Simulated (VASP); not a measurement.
# AlRu (NiAs type) (P6_3/mmc) in VASP: notebook

AlRu (NiAs type) is run at these levels: PBE; tasks: single point.

All numbers are computed with VASP 6.6.1; they aren't measurements. Logs are shortened: lines on timing, memory, paths and dates and some standing lists are left out, and cuts for length are marked.

### Step 1. The cell of the first run

Symmetry: P6_3/mmc, No. 194, hexagonal system. Conventional cell: a = 2.832 Å, b = 2.832 Å, c = 7.700 Å, α = 90.00°, β = 90.00°, γ = 120.00°. Ru (site symmetry -3m) has 6 Al at 2.53 Å and 6 Ru at 2.83 Å within 3.3 Å. Within 3.3 Å of Al (site symmetry -6m2) lie 6 Ru at 2.53 Å and 6 Al at 2.83 Å.

### Step 2. Single point, PBE

Contents of INCAR:

```
ALGO     = Normal         # electronic algorithm
EDIFF    = 1E-6           # SCF threshold, eV
ENCUT    = 520            # plane-wave cutoff, eV
GGA      = PE             # functional
ISIF     = 2              # what is computed and relaxed
ISMEAR   = -1             # smearing method
LASPH    = True           # aspherical terms in the spheres
LCHARG   = False          # write CHGCAR
LREAL    = False          # projectors in reciprocal space
LWAVE    = False          # write WAVECAR
NBANDS   = 25             # bands
NELM     = 60             # most SCF steps
PREC     = Accurate       # precision mode
SIGMA    = 0.1            # smearing width, eV
```

Contents of KPOINTS:

```
k-points
0
Gamma
  10 10 6
```

Contents of POSCAR:

```
AlRu
1.0
    2.8320006872      0.0000000000      0.0000000000
   -1.4160003436      2.4525845386      0.0000000000
    0.0000000000      0.0000000000      7.7002648328
Ru Al
2 2
Direct
    0.0000000000      0.0000000000      0.0000000000
    0.0000000000      0.0000000000      0.5000000000
    0.3333333333      0.6666666667      0.2500000000
    0.6666666667      0.3333333333      0.7500000000
```

Potentials or basis: VASP PAW PBE potentials, release 64 (Ru_pv, Al).

Command:

```
> cat potpaw_PBE.64/Ru_pv/POTCAR potpaw_PBE.64/Al/POTCAR > POTCAR
> mpirun -np 1 vasp_std > vasp.out
```

OUTCAR:

```text
EDIFF = 1E-6
   ENCUT = 520
   GGA = PE
   ISIF = 2
   ISMEAR = -1
   LASPH = True
   LREAL = False
   NELM = 60
   PREC = Accurate

 ion  position               nearest neighbor table
   1  0.000  0.000  0.000-   3 2.53   4 2.53   3 2.53   4 2.53   4 2.53   3 2.53
   2  0.000  0.000  0.500-   3 2.53   4 2.53   3 2.53   4 2.53   4 2.53   3 2.53
   3  0.333  0.667  0.250-   1 2.53   2 2.53   1 2.53   2 2.53   1 2.53   2 2.53
   4  0.667  0.333  0.750-   1 2.53   2 2.53   1 2.53   2 2.53   1 2.53   2 2.53

  LATTYP: Found a hexagonal cell.
 ALAT       =     2.8320006872
 C/A-ratio  =     2.7190194083

  Lattice vectors:

 A1 = (   2.8320006872,   0.0000000000,   0.0000000000)
 A2 = (  -1.4160003436,   2.4525845386,   0.0000000000)
 A3 = (   0.0000000000,   0.0000000000,   7.7002648328)

Analysis of symmetry for initial positions (statically):
=====================================================================
 Subroutine PRICEL returns:
 Original cell was already a primitive cell.

 Routine SETGRP: Setting up the symmetry group for a
 hexagonal supercell.

 Subroutine GETGRP returns: Found 24 space group operations
 (whereof 12 operations were pure point group operations)
 out of a pool of 24 trial point group operations.

The static configuration has the point symmetry D_3d.
 The point group associated with its full space group is D_6h.

Analysis of symmetry for dynamics (positions and initial velocities):
=====================================================================
 Subroutine PRICEL returns:
 Original cell was already a primitive cell.

 Routine SETGRP: Setting up the symmetry group for a
 hexagonal supercell.

 Subroutine GETGRP returns: Found 24 space group operations
 (whereof 12 operations were pure point group operations)
 out of a pool of 24 trial point group operations.

The dynamic configuration has the point symmetry D_3d.
 The point group associated with its full space group is D_6h.

 Subroutine INISYM returns: Found 24 space group operations
 (whereof 12 operations are pure point group operations),
 and found     1 'primitive' translations

----------------------------------------------------------------------------------------

                                     Primitive cell

  volume of cell :      53.4839

  direct lattice vectors                    reciprocal lattice vectors
     2.832000687  0.000000000  0.000000000     0.353107259  0.203866571  0.000000000
[... 90 lines left out ...]
   EDIFF  = 0.1E-05   stopping-criterion for ELM
   LREAL  =      F    real-space projection
   EDIFFG = 0.1E-04   stopping-criterion for IOM
   NSW    =      0    number of steps for IOM
   IBRION =     -1    ionic relax: 0-MD 1-quasi-New 2-CG
   NFREE  =      0    steps in history (QN), initial steepest desc. (CG)
   ISIF   =      2    stress and relaxation
   ISYM   =      2    0-nonsym 1-usesym 2-fastsym
   POTIM  = 0.5000    time-step for ionic-motion
   TEBEG  =    0.0;   TEEND  =   0.0 temperature during run
   PSTRESS=    0.0 pullay stress
   NELECT =      34.0000    total number of electrons
   NUPDOWN=      -1.0000    fix difference up-down
   EMIN   =  10.00;   EMAX   =-10.00  energy-range for DOS
   EFERMI =   0.00;   METHOD = LEGACY
   ISMEAR =    -1;   SIGMA  =   0.10  broadening in eV -4-tet -1-fermi 0-gaus
   EFERMI_NEDOS =   21; number of points for ismear=-14 and -15
   IALGO  =     38    algorithm
   IMIX   =      4    mixing-type and parameters
     AMIX     =   0.40;   BMIX     =  1.00
     AMIX_MAG =   1.60;   BMIX_MAG =  1.00
  volume/ion in A,a.u.               =      13.37        90.23
  Fermi-wavevector in a.u.,A,eV,Ry     =   1.407646  2.660065 26.959501  1.981467
  Thomas-Fermi vector in A             =   2.529884
   LORBIT       =      0    0 simple, 1 ext, 2 COOP (PROOUT), +10 PAW based schemes
   GGA     = PE    functional components
   LHFCALC =     F    Hartree Fock is set to
   AEXX    =    0.0000 exact exchange contribution
   IVDW    =     0    specifies the selected vdW correction
   LEPSILON=     F    determine dielectric tensor
   LRPA    =     F    only Hartree local field effects (RPA)
 non-spin polarized calculation
  energy-cutoff  :      520.00
  volume of cell :       53.48
 maximum number of plane-waves:      1468
 NGX is ok and might be reduce to    24
   NGX = 11   NGY = 11   NGZ = 29

 number of electron      34.0000003 magnetization

 Free energy of the ion-electron system (eV)
  ---------------------------------------------------
  ext. energy  EPLUGINS =         0.00000000
  ---------------------------------------------------
  free energy    TOTEN  =       -27.73375290 eV

  energy without entropy =      -27.64778411  energy(sigma->0) =      -27.69076851

 E-fermi :  11.0157     XC(G=0): -12.5586

 val. band max:       11.0061198658   @ k =   0.0000   0.0000   0.0000
 cond. band min:      11.0284639777   @ k =   0.0000   0.0000   0.1667
 fundamental gap:      0.0223441118
 Fermi energy:        11.0157407927

 k-point     1 :       0.0000    0.0000    0.0000
  band No.  band energies     occupation
      1     -31.1343      2.00000
      2     -31.1160      2.00000
      3     -31.0355      2.00000
      4     -31.0355      2.00000
      5     -31.0351      2.00000
      6     -31.0351      2.00000
[... 661 lines left out ...]
     24      17.9246      0.00000
     25      18.0318      0.00000

 [... further k-points ...]

------------------------ aborting loop because EDIFF is reached ----------------------------------------

  FORCE on cell =-STRESS in cart. coord.  units (eV):
  Direction    XX          YY          ZZ          XY          YZ          ZX
  --------------------------------------------------------------------------------------
  -------------------------------------------------------------------------------------
  Total        3.9978355      3.9978355      3.9928264      0.0000000      0.0000000      0.0000000
  in kB      119.7601972    119.7601972    119.6101437      0.0000000      0.0000000      0.0000000
  external PRESSURE =     119.7101794 kB  Pullay stress =       0.0000000 kB

 VOLUME and BASIS-vectors are now :
 -----------------------------------------------------------------------------
  energy-cutoff  :      520.00
  volume of cell :       53.48
      direct lattice vectors                 reciprocal lattice vectors
     2.832000687  0.000000000  0.000000000     0.353107259  0.203866571  0.000000000
    -1.416000344  2.452584539  0.000000000     0.000000000  0.407733142  0.000000000
     0.000000000  0.000000000  7.700264833     0.000000000  0.000000000  0.129865663

 POSITION                                       TOTAL-FORCE (eV/Angst)
 -----------------------------------------------------------------------------------
      0.00000      0.00000      0.00000        -0.000000     -0.000000     -0.000000
      0.00000      0.00000      3.85013        -0.000000     -0.000000     -0.000000
     -0.00000      1.63506      1.92507        -0.000000      0.000000      0.000000
      1.41600      0.81753      5.77520         0.000000     -0.000000     -0.000000
 -----------------------------------------------------------------------------------
    total drift:                               -0.000000      0.000000      0.000000

  FREE ENERGIE OF THE ION-ELECTRON SYSTEM (eV)
  ---------------------------------------------------
  free  energy   TOTEN  =       -27.7337529025 eV

  energy  without entropy=      -27.6477841110  energy(sigma->0) =      -27.69076851
```

stdout:

```text
POSCAR found type information on POSCAR RuAl
 POSCAR found :  2 types and       4 ions
 scaLAPACK will be used
 LDA part: xc-table for (Slater+PW92), standard interpolation
 POSCAR, INCAR and KPOINTS ok, starting setup
 FFT: planning ... GRIDC
 FFT: planning ... GRID_SOFT
 FFT: planning ... GRID
 WAVECAR not read
 entering main loop
```

Run time: 27 s. Hardware: 1 thread of Intel Xeon 6975P-C (Granite Rapids), shared host; peak memory 0.21 GiB.

Results:

- Free energy: -27.7338 eV
- Pressure: 12.0 GPa
- Band gap on the k mesh: zero (band 17 reaches 13.13 eV, above the bottom of band 18 at 10.41 eV)

(Continued in part 2 of 2.)
